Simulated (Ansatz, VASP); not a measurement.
## MoS2: VASP beside Ansatz

```xyz
6
Lattice="3.1851 0.0000 0.0000 -1.5925 2.7584 0.0000 0.0000 0.0000 15.4003" Properties=species:S:1:pos:R:3 pbc="T T T"
Mo    1.5925    0.9195    3.8501
Mo    0.0000    1.8389   11.5502
S     1.5925    0.9195    9.9877
S     0.0000    1.8389    5.4126
S     1.5925    0.9195   13.1128
S     0.0000    1.8389    2.2875
```

Change from the starting cell: strain along c alone, the other axes held, atoms relaxed: +4.0 %.

Alike in both runs: functional PBE; k mesh 12 × 12 × 2; occupations gaussian, width 0.02 eV; no spin polarisation.

Ansatz relaxed the structure, and its values are those at the end. VASP's run is a single point on that final structure, the one shown.

|  | VASP | Ansatz |
| --- | --- | --- |
| version | VASP 6.6.1 | Ansatz 0.2.0 |
| potentials or method | VASP PAW PBE potentials, release 64 (Mo_sv, S), cutoff 520 eV | scalar-relativistic, plane waves, PAW |
| valence electrons in the cell | 52 | 52 |

```tsv
	VASP	Ansatz	Ansatz less VASP
gap on the k mesh at the Fermi level (eV)	1.51	1.50	-0.013
least direct gap on the mesh (eV)	1.67	1.67	-0.004
pressure (GPa)	-0.1	0.0	+0.10
rms of the force components (eV/Å)	0.004	0.001	-0.0031
```

With one functional, cell and mesh, what is left measures potentials, basis and numerics. Ansatz's warnings: stress scf threshold loose.
